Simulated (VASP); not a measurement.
Set up this calculation in VASP 6.6.1, as the native input.

| Quantity | Value |
| --- | --- |
| Task | single point |
| Functional | PBEsol |
| Potentials or basis | VASP PAW PBE potentials, release 64 (Pb_d) |
| Cutoff | 520 eV |
| k mesh | 9 × 9 × 9 |
| Occupations | fermi-dirac, width 0.05 eV |
| Spin | no spin polarisation |
| Dipole correction | no |
| Further INCAR settings | ALGO = Normal; EDIFF = 1e-06; NBANDS = 13 |

The structure of Pb lies in POSCAR:

```
Pb
1.0
   -2.0057107064      2.0057107064      2.0057107064
    2.0057107064     -2.0057107064      2.0057107064
    2.0057107064      2.0057107064     -2.0057107064
Pb
1
Direct
    0.0000000000      0.0000000000      0.0000000000
```

One way to write it, as run:

INCAR

```
SYSTEM = Pb
PREC     = Accurate       ! precision mode
ENCUT    = 520            ! plane-wave cutoff, eV
EDIFF    = 1E-6           ! SCF threshold, eV
ISMEAR   = -1             ! smearing method
SIGMA    = 0.05           ! smearing width, eV
LREAL    = .FALSE.        ! projectors in reciprocal space
LASPH    = .TRUE.         ! aspherical terms in the spheres
NELM     = 100            ! most SCF steps
ALGO     = Normal         ! electronic algorithm
ISIF     = 2              ! what is computed and relaxed
LWAVE    = .FALSE.        ! write WAVECAR
LCHARG   = .FALSE.        ! write CHGCAR
GGA      = PS             ! functional
NBANDS   = 13             ! bands
```

KPOINTS

```
regular mesh
0
G
  9 9 9
  0 0 0
```

Potentials or basis: VASP PAW PBE potentials, release 64 (Pb_d).

The run is started by

```bash
$ cat potpaw_PBE.64/Pb_d/POTCAR > POTCAR
$ mpirun -np 1 vasp_std > vasp.out
```

Results of the run:

The pressure is -3.3 GPa and the band gap on the k mesh is zero (band 7 reaches 13.52 eV, above the bottom of band 8 at 4.51 eV).

Caveat: the PAW data sets were made with another functional, which shifts forces and pressure a little; spin-orbit coupling is left out, which moves the levels of the heavy elements.

Run time: 11 s on 1 thread of Intel Xeon 6975P-C, on a shared host, peak memory 0.16 GiB.
